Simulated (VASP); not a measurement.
Write the native input for VASP 6.6.1 that does the following.

```
Task                   : single point
Functional             : PBE
Potentials or basis    : VASP PAW PBE potentials, release 64 (Mg, S)
Cutoff                 : 520 eV
k mesh                 : 4 × 4 × 4
Occupations            : gaussian, width 0.1 eV
Spin                   : no spin polarisation
Dipole correction      : no
Further INCAR settings : ALGO = Normal; EDIFF = 1e-06; NBANDS = 26
```

The structure of MgS lies in POSCAR:

```
MgS
1.0
    6.8619136808      0.0000000000      0.0000000000
    0.0000000000      6.8619136808      0.0000000000
    0.0000000000      0.0000000000      4.0924642217
Mg S
4 4
Direct
    0.6739534093      0.6739534093      0.0000000000
    0.8260465907      0.1739534093      0.5000000000
    0.3260465907      0.3260465907      0.0000000000
    0.1739534093      0.8260465907      0.5000000000
    0.8116164449      0.8116164449      0.5000000000
    0.6883835551      0.3116164449      0.0000000000
    0.1883835551      0.1883835551      0.5000000000
    0.3116164449      0.6883835551      0.0000000000
```

One way to write it, as run:

INCAR

```
SYSTEM = MgS
PREC     = Accurate       ! precision mode
ENCUT    = 520            ! plane-wave cutoff, eV
EDIFF    = 1E-6           ! SCF threshold, eV
ISMEAR   = 0              ! smearing method
SIGMA    = 0.1            ! smearing width, eV
LREAL    = .False.        ! projectors in reciprocal space
LASPH    = .True.         ! aspherical terms in the spheres
NELM     = 100            ! most SCF steps
ALGO     = Normal         ! electronic algorithm
ISIF     = 2              ! what is computed and relaxed
LWAVE    = .False.        ! write WAVECAR
LCHARG   = .True.         ! write CHGCAR
GGA      = PE             ! functional
LELF     = .True.         ! ELF
LVHAR    = .True.       
NBANDS   = 26             ! bands
```

KPOINTS

```
Automatic mesh
0
Gamma
  4 4 4
  0 0 0
```

Potentials or basis: VASP PAW PBE potentials, release 64 (Mg, S).

Run with:

```bash
$ cat potpaw_PBE.64/Mg/POTCAR potpaw_PBE.64/S/POTCAR > POTCAR
$ mpirun -np 1 vasp_std > vasp.out
```

Results of the run:

* Pressure: -0.1 GPa
* Largest force: 0.045 eV/Å
* Band gap on the k mesh: 3.34 eV, direct

Wall time 120 s on 1 thread of Intel(R) Xeon(R) Platinum 8488C (Sapphire Rapids), with other jobs on the host, peak memory 0.31 GiB.
